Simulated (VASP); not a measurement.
## MoS2: single point with PBEsol

MoS2:

```
CELL_PARAMETERS angstrom
3.23736 0.00000 0.00000
-1.61868 2.80364 0.00000
0.00000 0.00000 19.42083
ATOMIC_POSITIONS crystal
Mo 0.00000 0.00000 0.00023
Mo 0.66667 0.33333 0.33356
Mo 0.33333 0.66667 0.66689
S 0.33333 0.66667 0.25489
S 0.66667 0.33333 0.07889
S 0.00000 0.00000 0.58822
S 0.33333 0.66667 0.41222
S 0.66667 0.33333 0.92155
S 0.00000 0.00000 0.74555
```

This cell differs from its parent crystal: equal strain along all axes, cell held: +3.0 %, then relaxed in part.

| Property | Result |
| --- | --- |
| Program | VASP 6.6.1 |
| Task | single point |
| Functional | PBEsol |
| Potentials or basis | VASP PAW PBE potentials, release 64 (Mo_sv, S) |
| Cutoff | 520 eV |
| k mesh | 12 × 12 × 2 |
| Occupations | gaussian, width 0.02 eV |
| Spin | no spin polarisation |

```yaml
Pressure: -5.0 GPa
Largest_force: 0.004 eV/Å
Band_gap_on_the_k_mesh: 0.70 eV
```

Forces on the atoms (eV/Å):
```
Mo   0.000  0.000  0.000
Mo   0.000  0.000  0.000
Mo   0.000  0.000  0.000
S    0.000  0.000 -0.004
S    0.000  0.000  0.004
S    0.000  0.000 -0.004
S    0.000  0.000  0.004
S    0.000  0.000 -0.004
S    0.000  0.000  0.004
```

Stress tensor (GPa, compression positive):
```
-7.33  0.00  0.00
 0.00 -7.33  0.00
 0.00  0.00 -0.49
```

Levels at points of the mesh, in eV from the valence-band top:
| k point | band 35 | band 36 | band 37 | band 38 | band 39 | band 40 | band 41 | band 42 | band 43 | band 44 |
| --- | --- | --- | --- | --- | --- | --- | --- | --- | --- | --- |
| (0.00, 0.00, 0.00) | -2.37 | -1.38 | -0.83 | -0.11 | -0.11 | 1.93 | 1.93 | 1.96 | 1.96 | 1.96 |
| (0.50, 0.00, 0.00) | -1.84 | -1.84 | -1.33 | -1.33 | -1.26 | 1.34 | 1.36 | 1.36 | 1.86 | 1.86 |
| (0.00, 0.00, 0.50) | -1.94 | -1.94 | -0.44 | -0.44 | 0.00 | 1.94 | 1.94 | 1.94 | 1.94 | 1.97 |
| (0.50, 0.00, 0.50) | -1.88 | -1.81 | -1.37 | -1.28 | -1.28 | 1.34 | 1.34 | 1.36 | 1.84 | 1.89 |

It took 4.4 min on 1 thread of Intel(R) Xeon(R) Platinum 8375C CPU @ 2.90GHz (Ice Lake), with other jobs on the host, peak memory 0.4 GiB.

Caveat: the cell differs from its parent crystal (equal strain along all axes, cell held: +3.0 %, then relaxed in part); the cell stands under tension; the PAW data sets were made with another functional, which shifts forces and pressure a little; this functional lacks dispersion, which binds the layers, so the pressure and a relaxed spacing across them are unreliable. A k mesh can miss the band edges.
